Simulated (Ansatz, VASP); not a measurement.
BAs: VASP beside Ansatz

```
CELL_PARAMETERS angstrom
3.25501 0.00000 0.00000
-1.62751 2.81892 0.00000
0.00000 0.00000 5.42102
ATOMIC_POSITIONS crystal
B 0.00000 0.00000 0.00000
B 0.00000 0.00000 0.50000
As 0.33333 0.66667 0.25000
As 0.66667 0.33333 0.75000
```

Alike in both runs: task single point; functional r2SCAN; k mesh 12 × 12 × 6; occupations fermi-dirac, width 0.02 eV; no spin polarisation.

|  | VASP | Ansatz |
| --- | --- | --- |
| version | VASP 6.6.1 | Ansatz 0.2.0 |
| potentials or method | VASP PAW PBE potentials, release 64 (B, As) | plane waves, PAW |
| plane-wave cutoff (eV) | 520 | 500 |
| valence electrons in the cell | 16 | 36 |

VASP gave:

| Property | Result |
| --- | --- |
| pressure (GPa) | 0.3 |
| traceless stress, the component that is largest in VASP (GPa) | -0.14 |

Q: Estimate Ansatz's values.

A: Pressure (GPa): 0.2; traceless stress, the component that is largest in VASP (GPa): -0.11.

VASP's potentials were made for PBE, not for r2SCAN. VASP's potentials hold 16 valence electrons a cell and Ansatz's 36, so a difference there can come from the potentials and not from the codes.
